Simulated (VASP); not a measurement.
Si:

```
Si
1.0
     3.79723    0.00000    0.00000
    -1.89862    3.28850    0.00000
     0.00000    0.00000    6.26674
Si
4
Direct
  0.66667 0.33333 0.06291
  0.33333 0.66667 0.56291
  0.66667 0.33333 0.43709
  0.33333 0.66667 0.93709
```

This isn't the form of Si at room conditions, which is diamond.

```yaml
Program: VASP 6.6.1
Task: relaxation of cell and atoms
Functional: PBEsol
Potentials_or_basis: VASP PAW PBE potentials, release 64 (Si)
Cutoff: 600 eV
k_mesh: 12 × 12 × 6
Occupations: gaussian, width 0.01 eV
Spin: no spin polarisation
```

At the start: pressure 2.5 GPa; volume 19.56 Å³/atom.

Task: How do energy, volume and symmetry change on relaxing?

Result: Over 3 steps the energy falls by 3.7 meV/atom and the volume is 20.06 Å³/atom (+2.5 %); space group P6_3/mmc (No. 194, to 0.1 Å) before and after.

The path:
| step | energy change (eV) | largest force (eV/Å) | pressure (GPa) | volume (Å³) |
| --- | --- | --- | --- | --- |
| 1 | 0.0000 | 0.0038 | 2.46 | 78.25 |
| 2 | -0.0070 | 0.0075 | -1.65 | 81.71 |
| 3 | -0.0149 | 0.0070 | 0.00 | 80.22 |

Final structure:
```yaml
crystal:
  lattice:
    - [3.82708, 0.00000, 0.00000]
    - [-1.91354, 3.31435, 0.00000]
    - [0.00000, 0.00000, 6.32473]
  atoms:
    - { symbol: Si, position: [0.66667, 0.33333, 0.06293] }
    - { symbol: Si, position: [0.33333, 0.66667, 0.56293] }
    - { symbol: Si, position: [0.66667, 0.33333, 0.43707] }
    - { symbol: Si, position: [0.33333, 0.66667, 0.93707] }
```

Caveat: the PAW data sets were made with another functional, which shifts forces and pressure a little.
